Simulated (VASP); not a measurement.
Here is a VASP 6.6.1 calculation.

Contents of POSCAR:

```
NaF
1.0
    2.7993873940      0.0000000000      0.0000000000
    0.0000000000      2.7993873940      0.0000000000
    0.0000000000      0.0000000000      2.7993873940
Na F
1 1
Direct
    0.0000000000      0.0000000000      0.0000000000
    0.5000000000      0.5000000000      0.5000000000
```

File INCAR.step1:

```
  ALGO = Normal
  EDIFF = 1E-4
  ENCUT = 600
  GGA = PE
  ISMEAR = 0
  LASPH = T
  LCHARG = F
  LREAL = F
  LWAVE = T
  NELM = 100
  PREC = Accurate
  SIGMA = 0.02
```

INCAR.step2

```
  ALGO = Normal
  EDIFF = 1E-7
  EDIFFG = -0.01
  ENCUT = 600
  IBRION = 2
  ISIF = 3
  ISMEAR = 0
  ISTART = 1
  LASPH = T
  LCHARG = F
  LMIXTAU = T
  LREAL = F
  LWAVE = F
  METAGGA = R2SCAN
  NELM = 100
  NSW = 80
  PREC = Accurate
  SIGMA = 0.02
```

File KPOINTS:

```
k-points
0
Gamma
  8 8 8
```

Potentials or basis: VASP PAW PBE potentials, release 64 (Na_pv, F).

Launch:

```sh
$ cat potpaw_PBE.64/Na_pv/POTCAR potpaw_PBE.64/F/POTCAR > POTCAR
$ cp INCAR.step1 INCAR
$ mpirun -np 1 vasp_std > vasp.out
$ cp INCAR.step2 INCAR
$ mpirun -np 1 vasp_std > vasp.out
```

**Question.** Predict the relaxed volume.

**Answer.** 10.71 Å³/atom.

**Question.** Predict the space group after relaxing (to 0.1 Å).

**Answer.** Pm-3m (No. 221).

The path:
| step | energy change (eV) | largest force (eV/Å) | pressure (GPa) | volume (Å³) |
| --- | --- | --- | --- | --- |
| 1 | 0.0000 | 0.0000 | -1.36 | 21.94 |
| 2 | -0.0021 | 0.0000 | -0.66 | 21.64 |
| 3 | -0.0025 | 0.0000 | -0.36 | 21.53 |
| 4 | -0.0027 | 0.0000 | 0.31 | 21.31 |
| 5 | -0.0028 | 0.0000 | -0.02 | 21.41 |

Caveat: the PAW data sets were made with another functional, which shifts forces and pressure a little.
